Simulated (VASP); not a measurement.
Wanted: the native input for a VASP 6.6.1 run.

```
Task                   : relaxation of shape and atoms at fixed volume
Functional             : PBE
Dispersion             : D3(BJ)
Potentials or basis    : VASP PAW PBE potentials, release 64 (B, N)
Cutoff                 : 600 eV
k mesh                 : 12 × 12 × 4
Occupations            : gaussian, width 0.02 eV
Spin                   : no spin polarisation
Dipole correction      : no
Further INCAR settings : ALGO = Normal; EDIFF = 1e-07; IBRION = 2; EDIFFG = -0.01; NSW = 50; ISIF = 4
```

The structure of BN lies in POSCAR:

```
BN
1.0
    2.4811062532      0.0000000000      0.0000000000
   -1.2405531266      2.1487010448      0.0000000000
    0.0000000000      0.0000000000      6.5473099869
B N
2 2
Direct
    0.3333333333      0.6666666667      0.2500000000
    0.6666666667      0.3333333333      0.7500000000
    0.3333333333      0.6666666667      0.7500000000
    0.6666666667      0.3333333333      0.2500000000
```

This cell differs from its parent crystal: volume scaled by 0.97.

These files were run (other wordings do the same):

INCAR

```
ALGO = Normal ; EDIFF = 1E-7
EDIFFG = -0.01 ; ENCUT = 600
GGA = PE ; IBRION = 2
ISIF = 4 ; ISMEAR = 0
IVDW = 12 ; LASPH = True
LCHARG = False ; LREAL = False
LWAVE = False ; NELM = 80
NSW = 50 ; PREC = Accurate
SIGMA = 0.02
```

KPOINTS

```
k-points
0
Gamma
  12 12 4
```

Potentials or basis: VASP PAW PBE potentials, release 64 (B, N).

Run with:

```sh
$ cat potpaw_PBE.64/B/POTCAR potpaw_PBE.64/N/POTCAR > POTCAR
$ mpirun -np 1 vasp_std > vasp.out
```

It gave:

```json
{
  "Energy gained by relaxing": "5.9 meV/atom",
  "Ionic steps": "3",
  "Pressure after relaxing": "0.7 GPa",
  "Band gap on the k mesh": "4.20 eV, indirect (least direct gap 4.58 eV)",
  "Dispersion energy per atom": "-0.147 eV"
}
```

Run time: 51 s on 1 thread of Intel(R) Xeon(R) Platinum 8259CL CPU @ 2.50GHz (Skylake/Cascade Lake), on a shared host, peak memory 0.17 GiB.
